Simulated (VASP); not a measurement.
A run of VASP 6.6.1 is set up as follows.

Contents of POSCAR:

```
HfO2
1.0
    0.0000000000      2.5575000000      2.5575000000
    2.5575000000      0.0000000000      2.5575000000
    2.5575000000      2.5575000000      0.0000000000
Hf O
1 2
Direct
    0.0586510264     -0.0586510264     -0.1759530792
    0.2500000000      0.2500000000      0.2500000000
    0.7500000000      0.7500000000      0.7500000000
```

File INCAR.step1:

```
SYSTEM = HfO2
ALGO = Normal
EDIFF = 1E-4
ENCUT = 520
GGA = PE
ISMEAR = 0
LASPH = .TRUE.
LCHARG = .FALSE.
LREAL = .FALSE.
LWAVE = .TRUE.
NBANDS = 18
NELM = 100
PREC = Accurate
SIGMA = 0.05
```

Contents of INCAR.step2:

```
SYSTEM = HfO2
ALGO = Normal
EDIFF = 1E-6
ENCUT = 520
ISIF = 2
ISMEAR = 0
ISTART = 1
LASPH = .TRUE.
LCHARG = .FALSE.
LMIXTAU = .TRUE.
LREAL = .FALSE.
LWAVE = .FALSE.
METAGGA = R2SCAN
NBANDS = 18
NELM = 100
PREC = Accurate
SIGMA = 0.05
```

KPOINTS

```
k-points
0
G
  8 8 8
  0 0 0
```

Potentials or basis: VASP PAW PBE potentials, release 64 (Hf_pv, O).

Launch:

```bash
$ cat potpaw_PBE.64/Hf_pv/POTCAR potpaw_PBE.64/O/POTCAR > POTCAR
$ cp INCAR.step1 INCAR
$ mpirun -np 1 vasp_std > vasp.out
$ cp INCAR.step2 INCAR
$ mpirun -np 1 vasp_std > vasp.out
```

(1) Estimate the band gap on the k mesh.

(2) What does it give for the largest force?

(3) What does it give for the pressure?

Results:

(1) 3.67 eV, indirect (least direct gap 3.78 eV).

(2) 10.802 eV/Å.

(3) 42.8 GPa.

Caveat: the cell differs from its parent crystal (atom 1 (Hf) moved by (-0.600, -0.300) A along x and y); the PAW data sets were made with another functional, which shifts forces and pressure a little; spin-orbit coupling is left out, which moves the levels of the heavy elements.
